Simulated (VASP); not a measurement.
## SnSe: electric field gradients with PBE

SnSe:

```
CELL_PARAMETERS angstrom
0.00000 3.04961 3.04961
3.04961 0.00000 3.04961
3.04961 3.04961 0.00000
ATOMIC_POSITIONS crystal
Sn 0.00000 0.00000 0.00000
Se 0.50000 0.50000 0.50000
```

This cell differs from its parent crystal: volume scaled by 1.04.

```yaml
Program: VASP 6.6.1
Task: electric field gradients
Functional: PBE
Potentials_or_basis: VASP PAW PBE potentials, release 64 (Sn_d, Se)
Cutoff: 520 eV
k_mesh: 9 × 9 × 9
Occupations: fermi-dirac, width 0.02 eV
Spin: no spin polarisation
Dipole_correction: no
Further_INCAR_settings: ALGO = Normal; EDIFF = 1e-08; NBANDS = 17
```

```json
{
  "Pressure": "-0.9 GPa"
}
```

Levels at points of the mesh, in eV from the Fermi level:
| k point | band 7 | band 8 | band 9 | band 10 | band 11 | band 12 | band 13 | band 14 |
| --- | --- | --- | --- | --- | --- | --- | --- | --- |
| (0.00, 0.00, 0.00) | -5.40 | -2.29 | -2.29 | -2.29 | 3.95 | 3.95 | 3.95 | 5.70 |

It took 13 s on 1 thread of Intel(R) Xeon(R) 6975P-C (Granite Rapids) (shared host), peak memory 0.19 GiB.

Caveat: this odd mesh misses L, where the gap lies, so gap, dielectric constants and Born charges aren't listed; without QUAD_EFG the Cq values of the log hold for a quadrupole moment of 1 mb, not for the nuclei; spin-orbit coupling is left out, which moves the levels of the heavy elements.
